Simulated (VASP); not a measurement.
Write the native input for VASP 6.6.1 that does the following.

```yaml
Task: single point
Functional: PBE
Potentials_or_basis: VASP PAW PBE potentials, release 64 (Al, Cu)
Cutoff: 520 eV
k_mesh: 6 × 6 × 6
Occupations: gaussian, width 0.2 eV
Spin: no spin polarisation
Dipole_correction: no
Further_INCAR_settings: ALGO = Fast; EDIFF = 1e-07; NBANDS = 26
```

The structure of Al2Cu lies in POSCAR:

```
Al2Cu
1.0
   -0.0043043042     -4.0909189169      0.0013443929
    2.0455039596     -2.0423604271     -2.8854369210
    6.1432409060     -2.0400539120      2.8888255610
Al Cu
4 2
Direct
    0.8761277401      0.8742372386      0.3752642652
    0.3749289211      0.3742054207      0.8754127856
    0.6249853437      0.6255509429      0.1248224604
    0.1240650554      0.1257430056      0.6249236132
    0.2506631342      0.2502621643      0.2498439912
    0.7492298055      0.7500012277      0.7497328846
```

The input as run:

INCAR

```
ALGO     = Fast           # electronic algorithm
EDIFF    = 1E-7           # SCF threshold, eV
ENCUT    = 520            # plane-wave cutoff, eV
GGA      = PE             # functional
ISIF     = 2              # what is computed and relaxed
ISMEAR   = 0              # smearing method
LASPH    = True           # aspherical terms in the spheres
LCHARG   = False          # write CHGCAR
LREAL    = False          # projectors in reciprocal space
LWAVE    = False          # write WAVECAR
NBANDS   = 26             # bands
NELM     = 100            # most SCF steps
PREC     = Accurate       # precision mode
SIGMA    = 0.2            # smearing width, eV
```

KPOINTS

```
k-points
0
Gamma
  6 6 6
```

Potentials or basis: VASP PAW PBE potentials, release 64 (Al, Cu).

Launch:

```sh
$ cat potpaw_PBE.64/Al/POTCAR potpaw_PBE.64/Cu/POTCAR > POTCAR
$ mpirun -np 1 vasp_std > vasp.out
```

Results of the run:

| Property | Result |
| --- | --- |
| Pressure | 0.1 GPa |
| Largest force | 0.024 eV/Å |
| Band gap on the k mesh | zero (bands 17 and 18 overlap by 4.11 eV) |

Run time: 7.7 min on 1 thread of Intel(R) Xeon(R) Platinum 8488C (Sapphire Rapids) (shared host), peak memory 0.37 GiB.
